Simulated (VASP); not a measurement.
Set up this calculation in VASP 6.6.1, as the native input.

| Property | Result |
| --- | --- |
| Task | single point |
| Functional | PBEsol |
| Potentials or basis | VASP PAW PBE potentials, release 64 (Mg, O) |
| Cutoff | 520 eV |
| k mesh | 12 × 12 × 4 |
| Occupations | gaussian, width 0.01 eV |
| Spin | no spin polarisation |
| Dipole correction | no |
| Further INCAR settings | ALGO = Normal; EDIFF = 1e-06; NBANDS = 16 |

The structure of MgO lies in POSCAR:

```
MgO
1.0
    3.3937417138      0.0000000000      0.0000000000
   -1.6968708518      2.9390665343      0.0000000000
    0.0000000000      0.0000000000      5.1123646805
Mg O
2 2
Direct
    0.3333333333      0.6666666667      0.0021597400
    0.6666666667      0.3333333333      0.5021597400
    0.3333333333      0.6666666667      0.4024402600
    0.6666666667      0.3333333333      0.9024402600
```

The input as run:

INCAR

```
  PREC = Accurate
  ENCUT = 520
  EDIFF = 1E-6
  ISMEAR = 0
  SIGMA = 0.01
  LREAL = False
  LASPH = True
  NELM = 80
  ALGO = Normal
  ISIF = 2
  LWAVE = False
  LCHARG = False
  GGA = PS
  NBANDS = 16
```

KPOINTS

```
regular mesh
0
Gamma
  12 12 4
```

Potentials or basis: VASP PAW PBE potentials, release 64 (Mg, O).

Run with:

```sh
$ cat potpaw_PBE.64/Mg/POTCAR potpaw_PBE.64/O/POTCAR > POTCAR
$ mpirun -np 1 vasp_std > vasp.out
```

Results of the run:

The pressure is -8.1 GPa and the largest force is 0.076 eV/Å. The band gap on the k mesh is 2.94 eV, direct.

Caveat: the PAW data sets were made with another functional, which shifts forces and pressure a little.

It took 21 s on 1 thread of Intel(R) Xeon(R) 6975P-C (Granite Rapids), with other jobs on the host, peak memory 0.19 GiB.
